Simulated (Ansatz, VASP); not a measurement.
**SbSe5: VASP beside Ansatz**

```xyz
6
Lattice="0.0000 4.8649 4.8649 4.8649 0.0000 4.8649 4.8649 4.8649 0.0000" Properties=species:S:1:pos:R:3 pbc="T T T"
Sb    7.2974    7.2974    7.2974
Se    1.4219    1.4219    1.4219
Se    3.4430    3.4430    1.4219
Se    3.4430    1.4219    3.4430
Se    1.4219    3.4430    3.4430
Se    0.0000    0.0000    0.0000
```

Alike in both runs: functional PBE; k mesh 3 × 3 × 3; occupations gaussian, width 0.2 eV; no spin polarisation.

Ansatz relaxed the structure, and its values are those at the end. VASP's run is a single point on that final structure, the one shown.

|  | VASP | Ansatz |
| --- | --- | --- |
| version | VASP 6.6.1 | Ansatz 0.2.0 |
| potentials or method | VASP PAW PBE potentials, release 64 (Sb, Se), cutoff 500 eV | scalar-relativistic, plane waves, PAW |
| valence electrons in the cell | 35 | 95 |

```csv
,VASP,Ansatz,Ansatz less VASP
gap on the k mesh at the Fermi level (eV),none,none,-
pressure (GPa),-0.1,-0.1,-0.02
rms of the force components (eV/Å),0.044,0.039,-0.0050
```

A gap of «none» marks a metal or a gap that the smearing closes. The functional is the same, so the differences come from potentials, cutoffs and numerics. VASP's potentials hold 35 valence electrons a cell and Ansatz's 95, so a difference there can come from the potentials and not from the codes.

The k mesh is coarse, so the values compare programs but aren't converged. Spin-orbit coupling is off throughout.
